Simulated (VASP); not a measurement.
# Ti (I4/mmm) in VASP: a series of runs

Runs on Ti. Level: PBEsol. Tasks: single point.

Program: VASP 6.6.1. These are calculated values, not measurements. Logs are shortened: lines on timing, memory, paths and dates and some standing lists are left out, and cuts for length are marked.

### Step 1. The cell of the first run

The structure is tetragonal, space group I4/mmm (No. 139). Conventional cell: a = 2.630 Å, b = 2.630 Å, c = 4.836 Å, α = 90.00°, β = 90.00°, γ = 90.00°. Ti (site symmetry 4/mmm) has 12 Ti at 2.63 to 3.05 Å within 3.5 Å.

### Step 2. Single point, PBEsol

INCAR reads:

```
ALGO     = Fast           # electronic algorithm
EDIFF    = 1E-6           # SCF threshold, eV
ENCUT    = 520            # plane-wave cutoff, eV
GGA      = PS             # functional
ISIF     = 2              # what is computed and relaxed
ISMEAR   = 0              # smearing method
LASPH    = T              # aspherical terms in the spheres
LCHARG   = T              # write CHGCAR
LELF     = T              # ELF
LREAL    = F              # projectors in reciprocal space
LVHAR    = T            
LWAVE    = F              # write WAVECAR
NBANDS   = 12             # bands
NELM     = 100            # most SCF steps
PREC     = Accurate       # precision mode
SIGMA    = 0.15           # smearing width, eV
```

KPOINTS reads:

```
k-points
0
Gamma
  22 22 22
```

POSCAR reads:

```
Ti
1.0
    0.0000000000      1.8600084640      2.4180110031
    1.8600084640      0.0000000000      2.4180110031
    1.8600084640      1.8600084640      0.0000000000
Ti
1
Direct
    0.0000000000      0.0000000000      0.0000000000
```

Potentials or basis: VASP PAW PBE potentials, release 64 (Ti_sv).

Run with:

```
$ cat potpaw_PBE.64/Ti_sv/POTCAR > POTCAR
$ mpirun -np 1 vasp_std > vasp.out
```

OUTCAR:

```text
EDIFF = 1E-6
   ENCUT = 520
   GGA = PS
   ISIF = 2
   ISMEAR = 0
   LASPH = T
   LREAL = F
   NELM = 100
   PREC = Accurate

 ion  position               nearest neighbor table
   1  0.000  0.000  0.000-

  LATTYP: Found a body centered tetragonal cell.
 ALAT       =     2.6304491959
 C/A-ratio  =     1.8384776310

  Lattice vectors:

 A1 = (  -1.8600084640,   0.0000000000,   2.4180110031)
 A2 = (   1.8600084640,   0.0000000000,   2.4180110031)
 A3 = (   0.0000000000,   1.8600084640,  -2.4180110031)

Analysis of symmetry for initial positions (statically):
=====================================================================
 Subroutine PRICEL returns:
 Original cell was already a primitive cell.

 Routine SETGRP: Setting up the symmetry group for a
 body centered tetragonal supercell.

 Subroutine GETGRP returns: Found 16 space group operations
 (whereof 16 operations were pure point group operations)
 out of a pool of 16 trial point group operations.

The static configuration has the point symmetry D_4h.

Analysis of symmetry for dynamics (positions and initial velocities):
=====================================================================
 Subroutine PRICEL returns:
 Original cell was already a primitive cell.

 Routine SETGRP: Setting up the symmetry group for a
 body centered tetragonal supercell.

 Subroutine GETGRP returns: Found 16 space group operations
 (whereof 16 operations were pure point group operations)
 out of a pool of 16 trial point group operations.

The dynamic configuration has the point symmetry D_4h.

 Subroutine INISYM returns: Found 16 space group operations
 (whereof 16 operations are pure point group operations),
 and found     1 'primitive' translations

----------------------------------------------------------------------------------------

                                     Primitive cell

  volume of cell :      16.7309

  direct lattice vectors                    reciprocal lattice vectors
     0.000000000  1.860008464  2.418011003    -0.268815981  0.268815981  0.206781524
     1.860008464  0.000000000  2.418011003     0.268815981 -0.268815981  0.206781524
     1.860008464  1.860008464  0.000000000     0.268815981  0.268815981 -0.206781524

  length of vectors
     3.050640703  3.050640703  2.630449196     0.432761669  0.432761669  0.432761669

  position of ions in fractional coordinates (direct lattice)
     0.000000000  0.000000000  0.000000000

  ion indices of the primitive-cell ions
   primitive index   ion index
                 1           1

[... 76 lines left out ...]
   NFREE  =      0    steps in history (QN), initial steepest desc. (CG)
   ISIF   =      2    stress and relaxation
   ISYM   =      2    0-nonsym 1-usesym 2-fastsym
   POTIM  = 0.5000    time-step for ionic-motion
   TEBEG  =    0.0;   TEEND  =   0.0 temperature during run
   PSTRESS=    0.0 pullay stress
   NELECT =      12.0000    total number of electrons
   NUPDOWN=      -1.0000    fix difference up-down
   EMIN   =  10.00;   EMAX   =-10.00  energy-range for DOS
   EFERMI =   0.00;   METHOD = LEGACY
   ISMEAR =     0;   SIGMA  =   0.15  broadening in eV -4-tet -1-fermi 0-gaus
   EFERMI_NEDOS =   21; number of points for ismear=-14 and -15
   IALGO  =     68    algorithm
   IMIX   =      4    mixing-type and parameters
     AMIX     =   0.40;   BMIX     =  1.00
     AMIX_MAG =   1.60;   BMIX_MAG =  1.00
  volume/ion in A,a.u.               =      16.73       112.91
  Fermi-wavevector in a.u.,A,eV,Ry     =   1.465421  2.769245 29.217967  2.147460
  Thomas-Fermi vector in A             =   2.581280
   LORBIT       =      0    0 simple, 1 ext, 2 COOP (PROOUT), +10 PAW based schemes
   GGA     = PS    functional components
   LHFCALC =     F    Hartree Fock is set to
   AEXX    =    0.0000 exact exchange contribution
   IVDW    =     0    specifies the selected vdW correction
   LEPSILON=     F    determine dielectric tensor
   LRPA    =     F    only Hartree local field effects (RPA)
 non-spin polarized calculation
 RMM-DIIS sequential band-by-band and
 Gauss-broadening in eV      SIGMA  =   0.15
  energy-cutoff  :      520.00
  volume of cell :       16.73
 maximum number of plane-waves:       462
   NGX = 11   NGY = 11   NGZ =  9

 number of electron      11.9999998 magnetization

 Free energy of the ion-electron system (eV)
  ---------------------------------------------------
  ext. energy  EPLUGINS =         0.00000000
  ---------------------------------------------------
  free energy    TOTEN  =        -8.21748759 eV

  energy without entropy =       -8.19487889  energy(sigma->0) =       -8.20618324

 E-fermi :   8.3252     XC(G=0): -11.8009

 val. band max:        8.3248128268   @ k =   0.4091   0.3636   0.0000
 cond. band min:       8.3257042807   @ k =   0.3636   0.1364   0.0909
 fundamental gap:      0.0008914539
 Fermi energy:         8.3252257711

 k-point     1 :       0.0000    0.0000    0.0000
  band No.  band energies     occupation
      1     -47.9473      2.00000
      2     -23.9126      2.00000
      3     -23.7574      2.00000
      4     -23.7574      2.00000
      5       2.3525      2.00000
      6       7.9973      1.99801
      7       9.3614      0.00000
      8      10.4426      0.00000
      9      10.4426      0.00000
     10      12.2319      0.00000
     11      24.6508      0.00000
     12      25.0152      0.00000
[... 331 lines left out ...]
 k-point    24 :      -0.4545    0.0455    0.0000
  band No.  band energies     occupation
      1     -47.7718      2.00000
      2     -24.7183      2.00000
      3     -24.0339      2.00000
      4     -23.7266      2.00000
      5       5.9069      2.00000
      6       8.2831      1.30858
      7       9.3076      0.00000
      8      10.3470      0.00000
      9      11.9745      0.00000
     10      12.5209      0.00000
     11      17.4122      0.00000
     12      21.3642      0.00000

 [... further k-points ...]
[... 5 lines left out ...]
  --------------------------------------------------------------------------------------
  -------------------------------------------------------------------------------------
  Total        0.1239340      0.1239340     -0.8390020      0.0000000      0.0000000     -0.0000000
  in kB       11.8681470     11.8681470    -80.3443736      0.0000000      0.0000000     -0.0000000
  external PRESSURE =     -18.8693598 kB  Pullay stress =       0.0000000 kB

 VOLUME and BASIS-vectors are now :
 -----------------------------------------------------------------------------
  energy-cutoff  :      520.00
  volume of cell :       16.73
      direct lattice vectors                 reciprocal lattice vectors
     0.000000000  1.860008464  2.418011003    -0.268815981  0.268815981  0.206781524
     1.860008464  0.000000000  2.418011003     0.268815981 -0.268815981  0.206781524
     1.860008464  1.860008464  0.000000000     0.268815981  0.268815981 -0.206781524

 POSITION                                       TOTAL-FORCE (eV/Angst)
 -----------------------------------------------------------------------------------
      0.00000      0.00000      0.00000         0.000000      0.000000      0.000000
 -----------------------------------------------------------------------------------
    total drift:                                0.000000      0.000000     -0.000000

  FREE ENERGIE OF THE ION-ELECTRON SYSTEM (eV)
  ---------------------------------------------------
  free  energy   TOTEN  =        -8.2174875877 eV

  energy  without entropy=       -8.1948788906  energy(sigma->0) =       -8.20618324
```

stdout:

```text
POSCAR found type information on POSCAR Ti
 POSCAR found :  1 types and       1 ions
 scaLAPACK will be used
 -----------------------------------------------------------------------------
|                                                                             |
|                                                                             |
|     You enforced a specific xc type in the INCAR file but a different       |
|     I HOPE YOU KNOW WHAT YOU ARE DOING!                                     |
|                                                                             |
 -----------------------------------------------------------------------------

 LDA part: xc-table for (Slater+PW92), standard interpolation
 POSCAR, INCAR and KPOINTS ok, starting setup
 FFT: planning ... GRIDC
 FFT: planning ... GRID_SOFT
 FFT: planning ... GRID
 WAVECAR not read
 entering main loop
WARNING in EDDRMM: call to ZHEGV failed, returncode =   6  3      5
WARNING in EDDRMM: call to ZHEGV failed, returncode =   8  4      9
WARNING in EDDRMM: call to ZHEGV failed, returncode =   6  3      5
WARNING in EDDRMM: call to ZHEGV failed, returncode =   6  3      9
WARNING in EDDRMM: call to ZHEGV failed, returncode =   6  3      9
```

It took 79 s on 1 thread of Intel Xeon 6975P-C (Granite Rapids), shared host; peak memory 0.26 GiB.

Results:

```yaml
Free_energy: -8.2175 eV
Pressure: -1.9 GPa
Band_gap_on_the_k_mesh: zero (band 6 reaches 9.11 eV, above the bottom of band 7 at 7.77 eV)
```

Stress tensor (GPa, compression positive):
```
 1.19  0.00  0.00
 0.00  1.19  0.00
 0.00  0.00 -8.03
```

Levels at points of the mesh, in eV from the Fermi level:
```csv
k point,band 4,band 5,band 6,band 7,band 8,band 9
"(0.00, 0.00, 0.00)",-32.08,-5.97,-0.33,1.04,2.12,2.12
"(0.50, 0.00, 0.00)",-32.05,-2.46,-0.03,1.12,2.01,3.67
"(0.50, 0.50, 0.00)",-32.18,-2.67,-1.46,0.49,4.08,4.08
"(0.50, 0.00, 0.50)",-32.30,-2.60,-1.41,3.03,3.48,5.06
```

Caveat: the PAW data sets were made with another functional, which shifts forces and pressure a little.

### Step 3. Single point, PBEsol

This run uses another cell than the first one, of the same volume but with other edges.

INCAR reads:

```
SYSTEM = Ti
PREC     = Accurate       ! precision mode
ENCUT    = 520            ! plane-wave cutoff, eV
EDIFF    = 1E-6           ! SCF threshold, eV
ISMEAR   = 0              ! smearing method
SIGMA    = 0.15           ! smearing width, eV
LREAL    = .FALSE.        ! projectors in reciprocal space
LASPH    = .TRUE.         ! aspherical terms in the spheres
NELM     = 60             ! most SCF steps
ALGO     = Fast           ! electronic algorithm
ISIF     = 2              ! what is computed and relaxed
LWAVE    = .FALSE.        ! write WAVECAR
LCHARG   = .FALSE.        ! write CHGCAR
GGA      = PS             ! functional
NBANDS   = 12             ! bands
```

KPOINTS reads:

```
regular mesh
0
G
  22 22 22
  0 0 0
```

POSCAR reads:

```
Ti
1.0
    0.0000000000      2.0872129571      1.9202359205
    2.0872129571      0.0000000000      1.9202359205
    2.0872129571      2.0872129571      0.0000000000
Ti
1
Direct
    0.0000000000      0.0000000000      0.0000000000
```

Potentials or basis: VASP PAW PBE potentials, release 64 (Ti_sv).

Run with:

```
$ cat potpaw_PBE.64/Ti_sv/POTCAR > POTCAR
$ mpirun -np 1 vasp_std > vasp.out
```

OUTCAR:

```text
SYSTEM = Ti
   PREC = Accurate
   ENCUT = 520
   EDIFF = 1E-6
   ISMEAR = 0
   LREAL = .FALSE.
   LASPH = .TRUE.
   NELM = 60
   ISIF = 2
   GGA = PS

 ion  position               nearest neighbor table
   1  0.000  0.000  0.000-

  LATTYP: Found a body centered tetragonal cell.
 ALAT       =     2.9517648715
 C/A-ratio  =     1.3010764774

  Lattice vectors:

 A1 = (   0.0000000000,  -2.0872129571,  -1.9202359205)
 A2 = (   0.0000000000,   2.0872129571,  -1.9202359205)
[... 542 lines left out ...]

 [... further k-points ...]

------------------------ aborting loop because EDIFF is reached ----------------------------------------

  FORCE on cell =-STRESS in cart. coord.  units (eV):
  Direction    XX          YY          ZZ          XY          YZ          ZX
  --------------------------------------------------------------------------------------
  -------------------------------------------------------------------------------------
  Total       -0.1563023     -0.1563023      0.1109012      0.0000000     -0.0000000      0.0000000
  in kB      -14.9677942    -14.9677942     10.6200989      0.0000000     -0.0000000      0.0000000
  external PRESSURE =      -6.4384965 kB  Pullay stress =       0.0000000 kB

 VOLUME and BASIS-vectors are now :
 -----------------------------------------------------------------------------
  energy-cutoff  :      520.00
  volume of cell :       16.73
      direct lattice vectors                 reciprocal lattice vectors
     0.000000000  2.087212957  1.920235920    -0.239553898  0.239553898  0.260384672
     2.087212957  0.000000000  1.920235920     0.239553898 -0.239553898  0.260384672
     2.087212957  2.087212957  0.000000000     0.239553898  0.239553898 -0.260384672

 POSITION                                       TOTAL-FORCE (eV/Angst)
 -----------------------------------------------------------------------------------
      0.00000      0.00000      0.00000         0.000000      0.000000      0.000000
 -----------------------------------------------------------------------------------
    total drift:                                0.000000      0.000000      0.000000

  FREE ENERGIE OF THE ION-ELECTRON SYSTEM (eV)
  ---------------------------------------------------
  free  energy   TOTEN  =        -8.2846728561 eV

  energy  without entropy=       -8.2638705884  energy(sigma->0) =       -8.27427172
```

OSZICAR:

```text
N       E                     dE             d eps       ncg     rms          rms(c)
DAV:   1     0.858905896867E+02    0.85891E+02   -0.65616E+03 20100   0.121E+03
DAV:   2    -0.509524403494E+01   -0.90986E+02   -0.88509E+02 20368   0.296E+02
DAV:   3    -0.928537300944E+01   -0.41901E+01   -0.41423E+01 27628   0.649E+01
[... 12 lines left out ...]
RMM:  16    -0.828466465794E+01   -0.95124E-05   -0.84576E-05 27388   0.513E-02    0.701E-03
RMM:  17    -0.828466841524E+01   -0.37573E-05   -0.36449E-05 25172   0.375E-02    0.148E-03
RMM:  18    -0.828467085037E+01   -0.24351E-05   -0.24295E-05 22367   0.232E-02    0.254E-03
RMM:  19    -0.828467224973E+01   -0.13994E-05   -0.12447E-05 20216   0.169E-02    0.149E-03
RMM:  20    -0.828467285611E+01   -0.60639E-06   -0.59604E-06 18243   0.119E-02
   1 F= -.82846729E+01 E0= -.82742717E+01  d E =-.208023E-01
```

stdout:

```text
POSCAR found type information on POSCAR Ti
 POSCAR found :  1 types and       1 ions
 scaLAPACK will be used
 -----------------------------------------------------------------------------
|                                                                             |
|                                                                             |
|     You enforced a specific xc type in the INCAR file but a different       |
[... 24 lines left out ...]
WARNING in EDDRMM: call to ZHEGV failed, returncode =   6  3      8
WARNING in EDDRMM: call to ZHEGV failed, returncode =   8  4      5
WARNING in EDDRMM: call to ZHEGV failed, returncode =   6  3      7
WARNING in EDDRMM: call to ZHEGV failed, returncode =   6  3      6
WARNING in EDDRMM: call to ZHEGV failed, returncode =   8  4     10
WARNING in EDDRMM: call to ZHEGV failed, returncode =   8  4      5
WARNING in EDDRMM: call to ZHEGV failed, returncode =   8  4      7
```

It took 86 s on 1 thread of Intel Xeon 6975P-C (Granite Rapids), shared host; peak memory 0.27 GiB.

Results:

```
Free energy            : -8.2847 eV
Pressure               : -0.6 GPa
Band gap on the k mesh : zero (band 6 reaches 9.37 eV, above the bottom of band 7 at 7.87 eV)
```

Levels at points of the mesh, in eV from the Fermi level:
| k point | band 2 | band 3 | band 4 | band 5 | band 6 | band 7 | band 8 | band 9 | band 10 | band 11 |
| --- | --- | --- | --- | --- | --- | --- | --- | --- | --- | --- |
| (0.00, 0.00, 0.00) | -32.31 | -32.31 | -32.30 | -6.16 | 0.74 | 0.74 | 1.37 | 2.21 | 2.95 | 15.61 |
| (0.50, 0.00, 0.00) | -33.07 | -32.45 | -32.36 | -2.66 | 0.40 | 0.78 | 1.20 | 3.59 | 3.94 | 8.62 |
| (0.50, 0.50, 0.00) | -33.00 | -32.64 | -32.64 | -2.66 | -1.94 | 3.74 | 4.08 | 4.08 | 4.15 | 11.20 |
| (0.50, 0.00, 0.50) | -33.02 | -32.58 | -32.49 | -2.71 | -1.68 | 2.52 | 3.70 | 3.81 | 4.27 | 10.51 |

Caveat: the PAW data sets were made with another functional, which shifts forces and pressure a little.

(Part 1 of 2 ends here.)
